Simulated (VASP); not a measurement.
A run of VASP 6.6.1 is set up as follows.

File INCAR:

```
ALGO = Normal ; EDIFF = 1E-6
ENCUT = 520 ; GGA = PE
GGA_COMPAT = False ; ISIF = 2
ISMEAR = -1 ; LASPH = True
LCHARG = True ; LELF = True
LREAL = Auto ; LVHAR = True
LWAVE = False ; NBANDS = 92
NELM = 120 ; PREC = Accurate
SIGMA = 0.01
```

KPOINTS

```
k-points
0
Gamma
  1 1 1
```

The input POSCAR:

```
TiAl16N16
1.0
    6.2595139100      0.0000000600      0.0000000000
   -3.1297570100      5.4208980300      0.0000000000
    0.0000000000      0.0000000000     10.0348065900
Al N Ti
16 16 1
Direct
    0.4135194857      0.1952717002      0.2554664085
    0.1596654754      0.3286898187      0.5019220804
    0.3300927389      0.1657924527      0.7460466660
    0.1664337413      0.3254250459      0.9987204945
    0.3362126662      0.6600646166      0.2588767384
    0.1648717242      0.8274999761      0.5096106192
    0.3311165444      0.6621841917      0.7536765091
    0.1752787378      0.8377307532      1.0011175512
    0.8060587452      0.1852932754      0.2435738027
    0.6537806678      0.3374815299      0.4903895213
    0.8324180478      0.1675722260      0.7445582466
    0.6759345139      0.3399565809      0.9724891967
    0.7230914001      0.5884104329      0.2622948411
    0.6555279884      0.8414162996      0.5058173224
    0.8352257647      0.6748400227      0.7465785148
    0.6725790453      0.8349647853      0.9975062210
    0.3115678833      0.1489120395      0.4446375682
    0.1592281610      0.3126172049      0.2008787097
    0.3365788809      0.1673619343      0.9353855419
    0.1635937446      0.3317533332      0.6920943556
    0.3236362145      0.6598762716      0.4511344548
    0.2102246702      0.8622331506      0.1979871742
    0.3355230995      0.6608591344      0.9477384456
    0.1684578128      0.8305136833      0.6975141910
    0.8300376021      0.1696770434      0.4373061863
    0.6963078581      0.3521307628      0.1501047366
    0.8376282510      0.1631681586      0.9334979121
    0.6658271712      0.3397012727      0.6880315966
    0.8388624426      0.6943002670      0.4448936768
    0.6679965563      0.8396149374      0.1996066374
    0.8446496353      0.6798240677      0.9353158843
    0.6608453938      0.8349839704      0.6937935413
    0.0107533406     -0.0222743538      0.3005777912
```

Potentials or basis: VASP PAW PBE potentials, release 64 (Al, N, Ti_sv).

The run is started by

```sh
$ cat potpaw_PBE.64/Al/POTCAR potpaw_PBE.64/N/POTCAR potpaw_PBE.64/Ti_sv/POTCAR > POTCAR
$ mpirun -np 1 vasp_gam > vasp.out
```

Task: Estimate the largest force.

Result: 2.197 eV/Å.

Task: What does it give for the pressure?

Result: 11.0 GPa.

Stress tensor (GPa, compression positive):
```
18.62  5.31 -1.68
 5.31 17.43 -0.49
-1.68 -0.49 -2.92
```

Caveat: the k points lie up to 1.16 Å⁻¹ apart, too coarse for converged energies, forces and pressures.
